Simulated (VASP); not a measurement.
# Ni (Fm-3m) in VASP: relaxation of volume and atoms at fixed shape with PBEsol

Aim: the relaxation of volume and atoms at fixed shape of Ni with PBEsol.

Everything below comes from runs of VASP 6.6.1. Logs are shortened: lines on timing, memory, paths and dates and some standing lists are left out, and cuts for length are marked.

**1. The cell of the first run**

Symmetry: Fm-3m, No. 225, cubic system. The conventional cell has a = 3.524 Å, b = 3.524 Å, c = 3.524 Å, α = 90.00°, β = 90.00°, γ = 90.00°. Ni (site symmetry m-3m) has 12 Ni at 2.49 Å within 3.3 Å.

**2. Relaxation of volume and atoms at fixed shape, PBEsol, collinear spin, ferromagnetic start**

INCAR reads:

```
SYSTEM = Ni
PREC = Accurate ; ENCUT = 600
EDIFF = 1E-6 ; ISMEAR = 1
SIGMA = 0.1 ; LREAL = .False.
LASPH = .True. ; NELM = 150
ALGO = Normal ; ISIF = 8
LWAVE = .False. ; LCHARG = .False.
ISPIN = 2 ; MAGMOM = 0.65
LORBIT = 11 ; LMAXMIX = 4
GGA = PS ; IBRION = 2
NSW = 80 ; EDIFFG = -0.02
```

KPOINTS reads:

```
regular mesh
0
Gamma
  18 18 18
  0 0 0
```

POSCAR reads:

```
Ni
1.0
    0.0000000000      1.7620000000      1.7620000000
    1.7620000000      0.0000000000      1.7620000000
    1.7620000000      1.7620000000      0.0000000000
Ni
1
Direct
    0.0000000000      0.0000000000      0.0000000000
```

Potentials or basis: VASP PAW PBE potentials, release 64 (Ni).

Started as:

```bash
$ cat potpaw_PBE.64/Ni/POTCAR > POTCAR
$ mpirun -np 1 vasp_std > vasp.out
```

OUTCAR:

```text
SYSTEM = Ni
   PREC = Accurate
   ENCUT = 600
   EDIFF = 1E-6
   ISMEAR = 1
   LREAL = .False.
   LASPH = .True.
   NELM = 150
   ISIF = 8
   ISPIN = 2
   LORBIT = 11
   GGA = PS
   IBRION = 2
   NSW = 80
   EDIFFG = -0.02

 ion  position               nearest neighbor table
   1  0.000  0.000  0.000-

  LATTYP: Found a face centered cubic cell.
 ALAT       =     3.5240000000

  Lattice vectors:

 A1 = (   0.0000000000,   1.7620000000,   1.7620000000)
 A2 = (   1.7620000000,   0.0000000000,   1.7620000000)
 A3 = (   1.7620000000,   1.7620000000,   0.0000000000)

Analysis of symmetry for initial positions (statically):
=====================================================================
 Subroutine PRICEL returns:
 Original cell was already a primitive cell.

 Routine SETGRP: Setting up the symmetry group for a
 face centered cubic supercell.

 Subroutine GETGRP returns: Found 48 space group operations
 (whereof 48 operations were pure point group operations)
 out of a pool of 48 trial point group operations.

The static configuration has the point symmetry O_h .

Analysis of symmetry for dynamics (positions and initial velocities):
=====================================================================
 Subroutine PRICEL returns:
 Original cell was already a primitive cell.

 Routine SETGRP: Setting up the symmetry group for a
 face centered cubic supercell.

 Subroutine GETGRP returns: Found 48 space group operations
 (whereof 48 operations were pure point group operations)
 out of a pool of 48 trial point group operations.

The dynamic configuration has the point symmetry O_h .

Analysis of structural, dynamic, and magnetic symmetry:
=====================================================================
 Subroutine PRICEL returns:
 Original cell was already a primitive cell.

 Routine SETGRP: Setting up the symmetry group for a
 face centered cubic supercell.

 Subroutine GETGRP returns: Found 48 space group operations
 (whereof 48 operations were pure point group operations)
 out of a pool of 48 trial point group operations.

The overall configuration has the point symmetry O_h .

 Subroutine INISYM returns: Found 48 space group operations
 (whereof 48 operations are pure point group operations),
 and found     1 'primitive' translations

----------------------------------------------------------------------------------------

                                     Primitive cell
[... 106 lines left out ...]
   IALGO  =     38    algorithm
   IMIX   =      4    mixing-type and parameters
     AMIX     =   0.40;   BMIX     =  1.00
     AMIX_MAG =   1.60;   BMIX_MAG =  1.00
  volume/ion in A,a.u.               =      10.94        73.83
  Fermi-wavevector in a.u.,A,eV,Ry     =   1.588762  3.002325 34.343359  2.524166
  Thomas-Fermi vector in A             =   2.687716
   LORBIT       =     11    0 simple, 1 ext, 2 COOP (PROOUT), +10 PAW based schemes
   GGA     = PS    functional components
   LHFCALC =     F    Hartree Fock is set to
   AEXX    =    0.0000 exact exchange contribution
   IVDW    =     0    specifies the selected vdW correction
   LEPSILON=     F    determine dielectric tensor
   LRPA    =     F    only Hartree local field effects (RPA)
 conjugate gradient relaxation of ions
 spin polarized calculation
 Methfessel and Paxton  Order N= 1 SIGMA  =   0.10
  energy-cutoff  :      600.00
  volume of cell :       10.94
 maximum number of plane-waves:       375
   NGX =  9   NGY =  9   NGZ =  9

--------------------------------------- Ionic step        1  -------------------------------------------

 number of electron      10.0000010 magnetization       0.6167030

 Free energy of the ion-electron system (eV)
  ---------------------------------------------------
  ext. energy  EPLUGINS =         0.00000000
  ---------------------------------------------------
  free energy    TOTEN  =        -6.11680701 eV

  energy without entropy =       -6.11707764  energy(sigma->0) =       -6.11689722

------------------------ aborting loop because EDIFF is reached ----------------------------------------

  FORCE on cell =-STRESS in cart. coord.  units (eV):
  Direction    XX          YY          ZZ          XY          YZ          ZX
  --------------------------------------------------------------------------------------
  -------------------------------------------------------------------------------------
  Total       -0.7411133     -0.7411133     -0.7411133     -0.0000000     -0.0000000      0.0000000
  in kB     -108.5294266   -108.5294266   -108.5294266     -0.0000000     -0.0000000      0.0000000
  external PRESSURE =    -108.5294266 kB  Pullay stress =       0.0000000 kB
[... 22 lines left out ...]
--------------------------------------- Ionic step        2  -------------------------------------------

 number of electron      10.0000000 magnetization       0.6052706

 E-fermi :  10.7339     XC(G=0): -14.0625

 val. band max:       10.7319508048   @ k =   0.3889   0.3889   0.0000
 cond. band min:      10.7482051423   @ k =  -0.4444   0.5000   0.0556
 fundamental gap:      0.0162543375
 Fermi energy:        10.7339357409

 spin component 1

 k-point     1 :       0.0000    0.0000    0.0000
  band No.  band energies     occupation
      1       0.9249      1.00000
      2       8.0289      1.00000
      3       8.0289      1.00000
      4       8.0289      1.00000
      5       9.3901      1.00000
      6       9.3901      1.00000
      7      35.3003      0.00000
      8      39.9672      0.00000
      9      39.9672      0.00000
[... 602 lines left out ...]
--------------------------------------- Ionic step        3  -------------------------------------------

 number of electron       9.9999995 magnetization       0.6112114

 Free energy of the ion-electron system (eV)
  ---------------------------------------------------
  ext. energy  EPLUGINS =         0.00000000
  ---------------------------------------------------
  free energy    TOTEN  =        -6.13726956 eV

  energy without entropy =       -6.13754132  energy(sigma->0) =       -6.13736015

 E-fermi :   9.8808     XC(G=0): -13.7214

 val. band max:        9.8763160502   @ k =   0.3889   0.3889   0.0000
 cond. band min:       9.8917195650   @ k =  -0.4444   0.5000   0.0556
 fundamental gap:      0.0154035148
 Fermi energy:         9.8808131739

 spin component 1

 k-point     1 :       0.0000    0.0000    0.0000
  band No.  band energies     occupation
      1       0.4809      1.00000
      2       7.3307      1.00000
      3       7.3307      1.00000
      4       7.3307      1.00000
      5       8.5903      1.00000
      6       8.5903      1.00000
      7      33.9798      0.00000
      8      38.1986      0.00000
      9      38.1986      0.00000
[... 596 lines left out ...]
  FREE ENERGIE OF THE ION-ELECTRON SYSTEM (eV)
  ---------------------------------------------------
  free  energy   TOTEN  =        -6.1372695648 eV

  energy  without entropy=       -6.1375413240  energy(sigma->0) =       -6.13736015

 reached required accuracy - stopping structural energy minimisation

 total charge

# of ion       s       p       d       tot
------------------------------------------
    1        0.521   0.547   8.335   9.403

 magnetization (x)

# of ion       s       p       d       tot
------------------------------------------
    1       -0.006  -0.024   0.647   0.617
```

Run time: 39 s. Hardware: 1 thread of Intel Xeon 6975P-C (Granite Rapids), shared host; peak memory 0.17 GiB.

Results:

- Free energy: -6.1373 eV
- Relaxed volume: 10.37 Å³/atom
- Relaxed cell: a = 2.448 Å, b = 2.448 Å, c = 2.448 Å, α = 60.00°, β = 60.00°, γ = 60.00°
- Space group after relaxing (to 0.1 Å): Fm-3m (No. 225)
- Energy gained by relaxing: 20.5 meV/atom
- Ionic steps: 3
- Pressure after relaxing: -0.1 GPa
- Net moment: 0.61 μB per cell
- Site moments: Ni +0.62 μB
- Valence electrons inside the program's atomic spheres: Ni 9.40

Step by step:
```csv
step,energy change (eV),largest force (eV/Å),pressure (GPa),volume (Å³)
1,0.0000,0.0000,-10.85,10.94
2,0.0034,0.0000,14.55,9.81
3,-0.0205,0.0000,-0.14,10.37
```

Final structure:
```
Ni
1.0
     0.00000    1.73092    1.73092
     1.73092    0.00000    1.73092
     1.73092    1.73092    0.00000
Ni
1
Direct
  0.00000 0.00000 0.00000
```

Levels at points of the mesh, in eV from the Fermi level:
Spin up:
```csv
k point,band 3,band 4,band 5,band 6,band 7,band 8
"(0.00, 0.00, 0.00)",-2.55,-2.55,-1.29,-1.29,24.10,28.32
"(0.50, 0.00, 0.00)",-2.54,-0.57,-0.57,-0.43,5.99,22.57
"(0.50, 0.50, 0.00)",-0.52,-0.43,-0.43,2.42,9.63,15.21
```
Spin down:
```tsv
k point	band 1	band 2	band 3	band 4	band 5	band 6	band 7	band 8	band 9
(0.00, 0.00, 0.00)	-9.41	-1.84	-1.84	-1.84	-0.70	-0.70	24.00	28.31	28.31
(0.50, 0.00, 0.00)	-4.71	-1.94	-1.94	-0.46	0.16	0.16	6.41	22.47	25.54
(0.50, 0.50, 0.00)	-4.61	-3.87	0.09	0.39	0.39	2.41	9.89	15.24	15.24
```

Caveat: the PAW data sets were made with another functional, which shifts forces and pressure a little.
